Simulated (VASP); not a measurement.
Input of a VASP 6.6.1 run:

INCAR

```
PREC = Accurate ; ENCUT = 520
EDIFF = 1E-6 ; ISMEAR = 0
SIGMA = 0.05 ; LREAL = False
LASPH = True ; NELM = 100
ALGO = Normal ; ISIF = 2
LWAVE = False ; LCHARG = True
GGA = PS ; LELF = True
LVHAR = True ; NBANDS = 28
```

KPOINTS

```
Automatic mesh
0
Gamma
  8 8 6
```

Contents of POSCAR:

```
PbO
1.0
    3.8551680000      0.0000000000      0.0000000000
    0.0000000000      3.8551680000      0.0000000000
    0.0000000000      0.0000000000      4.9466700000
Pb O
2 2
Direct
    0.0000000000      0.5000000000      0.2351000000
    0.5000000000      0.0000000000      0.7649000000
    0.0000000000      0.0000000000      0.0000000000
    0.5000000000      0.5000000000      0.0000000000
```

Potentials or basis: VASP PAW PBE potentials, release 64 (Pb_d, O).

Command:

```console
$ cat potpaw_PBE.64/Pb_d/POTCAR potpaw_PBE.64/O/POTCAR > POTCAR
$ mpirun -np 1 vasp_std > vasp.out
```

(1) What does it give for the largest force?

(2) What does it give for the pressure?

(3) Predict the band gap on the k mesh.

Results:

(1) 1.286 eV/Å.

(2) 9.1 GPa.

(3) 1.00 eV, indirect (least direct gap 2.36 eV).

Caveat: the cell differs from its parent crystal (strain -0.030 along x and y, -0.015 along z); the PAW data sets were made with another functional, which shifts forces and pressure a little; spin-orbit coupling is left out, which moves the levels of the heavy elements.
